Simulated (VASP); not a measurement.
## Ta6HN6 (a cell with a defect): single point with PBE

The system is Ta6HN6 (a cell with a defect).

```xyz
13
Lattice="2.6129 -4.5258 0.0000 -5.2259 0.0000 0.0000 0.0000 0.0000 -5.8453" Properties=species:S:1:pos:R:3 pbc="T T T"
Ta   -2.6219   -1.5078   -1.4613
Ta   -2.6052   -1.4711   -4.3840
Ta   -0.0078   -3.0132   -1.4613
Ta    0.0276   -3.0016   -4.3840
Ta   -2.6576   -4.5468   -2.8679
Ta   -2.6576   -4.5468   -0.0547
N    -0.5560   -4.5249   -2.8972
N    -0.5560   -4.5249   -0.0255
N    -1.0467   -1.7966   -2.9256
N    -1.0467   -1.7966    0.0030
N     1.5793   -2.7323   -2.9269
N     1.5793   -2.7323    0.0042
H     0.7528    0.3557   -4.3840
```

```yaml
Program: VASP 6.6.1
Task: single point
Functional: PBE
Potentials_or_basis: VASP PAW PBE potentials, release 64 (Ta_pv, N, H)
Cutoff: 520 eV
k_mesh: 5 × 5 × 4, shifted
Occupations: gaussian, width 0.1 eV
Spin: no spin polarisation
Dipole_correction: no
Further_INCAR_settings: ALGO = Normal; EDIFF = 1e-07; NBANDS = 60
```

```json
{"Pressure": "6.4 GPa", "Largest force": "1.099 eV/Å", "Band gap on the k mesh": "zero (an odd number of electrons rules out a gap without spin polarisation)"}
```

Forces on the atoms (eV/Å):
```
Ta  -0.017 -0.063  0.000
Ta  -0.030 -0.001  0.000
Ta   0.005 -0.097  0.000
Ta   0.047  0.004  0.000
Ta   0.007 -0.172  0.034
Ta   0.007 -0.172 -0.034
N    0.010 -0.091  0.035
N    0.010 -0.091 -0.035
N   -0.014 -0.098  0.006
N   -0.014 -0.098 -0.006
N    0.033 -0.109 -0.003
N    0.033 -0.109  0.003
H   -0.076  1.097  0.000
```

Stress tensor (GPa, compression positive):
```
5.66 0.85 0.00
0.85 5.35 0.00
0.00 0.00 8.27
```

Levels at points of the mesh, in eV from the Fermi level:
| k point | band 44 | band 45 | band 46 | band 47 | band 48 | band 49 | band 50 | band 51 | band 52 | band 53 |
| --- | --- | --- | --- | --- | --- | --- | --- | --- | --- | --- |
| (0.00, 0.00, 0.12) | -3.31 | -3.13 | -2.32 | -1.57 | -1.43 | 0.23 | 0.54 | 0.60 | 1.38 | 1.48 |

Run time: 7.8 min on 1 thread of Intel Xeon 8259CL, on a shared host, peak memory 0.35 GiB.

Caveat: spin-orbit coupling is left out, which moves the levels of the heavy elements.
